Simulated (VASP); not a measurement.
# Ga (Cmcm) in VASP: a series of runs, part 2 of 2

VASP 6.6.1. Earlier steps stand in the parts before.

## (3) Single point, r2SCAN (strain +0.0175 x Voigt [1, 1, 0, 0, 0, 0])

Input file POSCAR:

```
Ga
1.0
    1.4753750000     -4.1361375000      0.0000000000
    1.4753750000      4.1361375000      0.0000000000
    0.0000000000      0.0000000000      3.1700000000
Ga
2
Direct
    0.8670000000      0.1330000000      0.2500000000
    0.1330000000      0.8670000000      0.7500000000
```

Input file INCAR.step1:

```
SYSTEM = Ga
  PREC = Accurate
  ENCUT = 520
  ISMEAR = 0
  SIGMA = 0.15
  LREAL = .FALSE.
  LASPH = .TRUE.
  NELM = 60
  NBANDS = 20
  GGA = PE
  ALGO = Normal
  EDIFF = 1E-4
  LWAVE = .TRUE.
  LCHARG = .FALSE.
```

Input file INCAR.step2:

```
SYSTEM = Ga
  PREC = Accurate
  ENCUT = 520
  EDIFF = 1E-6
  ISMEAR = 0
  SIGMA = 0.15
  LREAL = .FALSE.
  LASPH = .TRUE.
  NELM = 60
  ALGO = Normal
  ISIF = 2
  LWAVE = .FALSE.
  LCHARG = .TRUE.
  METAGGA = R2SCAN
  LMIXTAU = .TRUE.
  LELF = .TRUE.
  LVHAR = .TRUE.
  NBANDS = 20
  ISTART = 1
```

Input file KPOINTS:

```
Automatic mesh
0
G
  18 18 16
  0 0 0
```

Potentials or basis: VASP PAW PBE potentials, release 64 (Ga_d).

Command:

```sh
cat potpaw_PBE.64/Ga_d/POTCAR > POTCAR
cp INCAR.step1 INCAR
mpirun -np 1 vasp_std > vasp.out
cp INCAR.step2 INCAR
mpirun -np 1 vasp_std > vasp.out
```

OUTCAR:

```text
SYSTEM = Ga
   PREC = Accurate
   ENCUT = 520
   EDIFF = 1E-6
   ISMEAR = 0
   LREAL = .FALSE.
   LASPH = .TRUE.
   NELM = 60
   ISIF = 2
   METAGGA = R2SCAN
   ISTART = 1

 ion  position               nearest neighbor table
   1  0.867  0.133  0.250-   2 2.71   2 2.71   2 2.90   2 2.90   2 2.90   2 2.90
   2  0.133  0.867  0.750-   1 2.71   1 2.71   1 2.90   1 2.90   1 2.90   1 2.90

  LATTYP: Found a base centered orthorhombic cell.
 ALAT       =     2.9507500000
 B/A-ratio  =     2.8034482759
 C/A-ratio  =     1.0743031433

  Lattice vectors:

 A1 = (   1.4753750000,  -4.1361375000,   0.0000000000)
 A2 = (   1.4753750000,   4.1361375000,   0.0000000000)
 A3 = (   0.0000000000,   0.0000000000,   3.1700000000)

Analysis of symmetry for initial positions (statically):
=====================================================================
 Subroutine PRICEL returns:
 Original cell was already a primitive cell.

 Routine SETGRP: Setting up the symmetry group for a
 base centered orthorhombic supercell.

 Subroutine GETGRP returns: Found  8 space group operations
 (whereof  4 operations were pure point group operations)
 out of a pool of  8 trial point group operations.

The static configuration has the point symmetry C_2h.
 The point group associated with its full space group is D_2h.

Analysis of symmetry for dynamics (positions and initial velocities):
=====================================================================
 Subroutine PRICEL returns:
 Original cell was already a primitive cell.

 Routine SETGRP: Setting up the symmetry group for a
 base centered orthorhombic supercell.

 Subroutine GETGRP returns: Found  8 space group operations
 (whereof  4 operations were pure point group operations)
 out of a pool of  8 trial point group operations.

The dynamic configuration has the point symmetry C_2h.
 The point group associated with its full space group is D_2h.

 Subroutine INISYM returns: Found  8 space group operations
 (whereof  4 operations are pure point group operations),
 and found     1 'primitive' translations
[... 112 lines left out ...]
   IALGO  =     38    algorithm
   IMIX   =      4    mixing-type and parameters
     AMIX     =   0.40;   BMIX     =  1.00
     AMIX_MAG =   1.60;   BMIX_MAG =  1.00
  volume/ion in A,a.u.               =      19.34       130.54
  Fermi-wavevector in a.u.,A,eV,Ry     =   1.433960  2.709792 27.976865  2.056242
  Thomas-Fermi vector in A             =   2.553421
   LORBIT       =      0    0 simple, 1 ext, 2 COOP (PROOUT), +10 PAW based schemes
   METAGGA = R2SCAN    functional components
   LHFCALC =     F    Hartree Fock is set to
   AEXX    =    0.0000 exact exchange contribution
   IVDW    =     0    specifies the selected vdW correction
   LEPSILON=     F    determine dielectric tensor
   LRPA    =     F    only Hartree local field effects (RPA)
 non-spin polarized calculation
 Gauss-broadening in eV      SIGMA  =   0.15
  energy-cutoff  :      520.00
  volume of cell :       38.69
 maximum number of plane-waves:      1064
 NGX is ok and might be reduce to    36
   NGX = 17   NGY = 17   NGZ = 11

 number of electron      25.9999990 magnetization

 Free energy of the ion-electron system (eV)
  ---------------------------------------------------
  ext. energy  EPLUGINS =         0.00000000
  ---------------------------------------------------
  free energy    TOTEN  =       -22.66643875 eV

  energy without entropy =      -22.65781006  energy(sigma->0) =      -22.66212440

 E-fermi :   5.2623     XC(G=0): -11.9154

 val. band max:        5.2616253848   @ k =   0.1111   0.1111   0.3125
 cond. band min:       5.2712143328   @ k =  -0.3333   0.0556   0.1875
 fundamental gap:      0.0095889480
 Fermi energy:         5.2622679331

 k-point     1 :       0.0000    0.0000    0.0000
  band No.  band energies     occupation
      1     -10.4581      2.00000
      2     -10.4241      2.00000
      3     -10.3640      2.00000
      4     -10.3442      2.00000
      5     -10.1697      2.00000
      6     -10.1550      2.00000
[... 541 lines left out ...]
     19      17.6424      0.00000
     20      20.5630      0.00000

 [... further k-points ...]

------------------------ aborting loop because EDIFF is reached ----------------------------------------

  FORCE on cell =-STRESS in cart. coord.  units (eV):
  Direction    XX          YY          ZZ          XY          YZ          ZX
  --------------------------------------------------------------------------------------
  -------------------------------------------------------------------------------------
  Total       -1.1887859     -0.7398695     -0.2214083      0.0000000      0.0000000      0.0000000
  in kB      -49.2297462    -30.6393161     -9.1689143      0.0000000      0.0000000      0.0000000
  external PRESSURE =     -29.6793255 kB  Pullay stress =       0.0000000 kB

 VOLUME and BASIS-vectors are now :
 -----------------------------------------------------------------------------
  energy-cutoff  :      520.00
  volume of cell :       38.69
      direct lattice vectors                 reciprocal lattice vectors
     1.475375000 -4.136137500  0.000000000     0.338896891 -0.120885730  0.000000000
     1.475375000  4.136137500  0.000000000     0.338896891  0.120885730  0.000000000
     0.000000000  0.000000000  3.170000000     0.000000000  0.000000000  0.315457413

 POSITION                                       TOTAL-FORCE (eV/Angst)
 -----------------------------------------------------------------------------------
      1.47538     -3.03592      0.79250         0.000000      0.221942      0.000000
      1.47538      3.03592      2.37750         0.000000     -0.221942      0.000000
 -----------------------------------------------------------------------------------
    total drift:                                0.000000     -0.000000     -0.000000

  FREE ENERGIE OF THE ION-ELECTRON SYSTEM (eV)
  ---------------------------------------------------
  free  energy   TOTEN  =       -22.6664387494 eV

  energy  without entropy=      -22.6578100588  energy(sigma->0) =      -22.66212440
```

OUTCAR.step1:

```text
SYSTEM = Ga
   PREC = Accurate
   ENCUT = 520
   ISMEAR = 0
   LREAL = .FALSE.
   LASPH = .TRUE.
[... 778 lines left out ...]
      1.47538     -3.03592      0.79250         0.000000      0.188948     -0.000000
      1.47538      3.03592      2.37750         0.000000     -0.188948      0.000000
 -----------------------------------------------------------------------------------
    total drift:                                0.000000     -0.000000     -0.000000

  FREE ENERGIE OF THE ION-ELECTRON SYSTEM (eV)
  ---------------------------------------------------
  free  energy   TOTEN  =        -5.7647084481 eV

  energy  without entropy=       -5.7558357420  energy(sigma->0) =       -5.76027210
```

OSZICAR.step1:

```text
N       E                     dE             d eps       ncg     rms          rms(c)
DAV:   1     0.132024218575E+03    0.13202E+03   -0.13281E+04 34420   0.243E+03
DAV:   2     0.581653417933E+01   -0.12621E+03   -0.12311E+03 33964   0.385E+02
DAV:   3    -0.563410931723E+01   -0.11451E+02   -0.11385E+02 36844   0.946E+01
DAV:   4    -0.581114157720E+01   -0.17703E+00   -0.17694E+00 37616   0.130E+01
DAV:   5    -0.581408593472E+01   -0.29444E-02   -0.29442E-02 37296   0.165E+00    0.132E+00
DAV:   6    -0.577382905097E+01    0.40257E-01   -0.78975E-02 44276   0.456E+00    0.689E-01
DAV:   7    -0.576554136962E+01    0.82877E-02   -0.16459E-02 47136   0.175E+00    0.187E-01
DAV:   8    -0.576469001336E+01    0.85136E-03   -0.21813E-03 35164   0.642E-01    0.190E-02
DAV:   9    -0.576470844813E+01   -0.18435E-04   -0.89407E-05 26308   0.108E-01
   1 F= -.57647084E+01 E0= -.57602721E+01  d E =-.887271E-02
```

Wall time 81 min (1 thread of Oxide Virtual Turin-like, shared host); peak memory 0.55 GiB.

What came out:

| Property | Result |
| --- | --- |
| Free energy | -22.6664 eV |
| Pressure | -3.0 GPa |
| Largest force | 0.222 eV/Å |
| Band gap on the k mesh | zero (bands 13 and 14 overlap by 9.81 eV) |

Forces on the atoms (eV/Å):
```
Ga   0.000  0.222  0.000
Ga   0.000 -0.222  0.000
```

Levels at points of the mesh, in eV from the Fermi level:
| k point | band 11 | band 12 | band 13 | band 14 | band 15 | band 16 |
| --- | --- | --- | --- | --- | --- | --- |
| (0.00, 0.00, 0.00) | -11.58 | -2.51 | -1.72 | 3.27 | 7.18 | 7.80 |
| (0.50, 0.00, 0.00) | -7.06 | -5.61 | -1.97 | -0.46 | 6.53 | 7.09 |
| (0.50, 0.50, 0.00) | -9.55 | -8.84 | 5.52 | 5.72 | 6.28 | 7.48 |
| (0.00, 0.00, 0.50) | -7.55 | -7.55 | 1.83 | 1.83 | 2.55 | 2.55 |
| (0.50, 0.00, 0.50) | -3.20 | -3.20 | -1.62 | -1.62 | 1.84 | 1.84 |
| (0.50, 0.50, 0.50) | -5.74 | -5.74 | -4.29 | -4.29 | 9.70 | 9.70 |

Caveat: the cell differs from its parent crystal (strain +0.0175 x Voigt [1, 1, 0, 0, 0, 0]); the PAW data sets were made with another functional, which shifts forces and pressure a little.
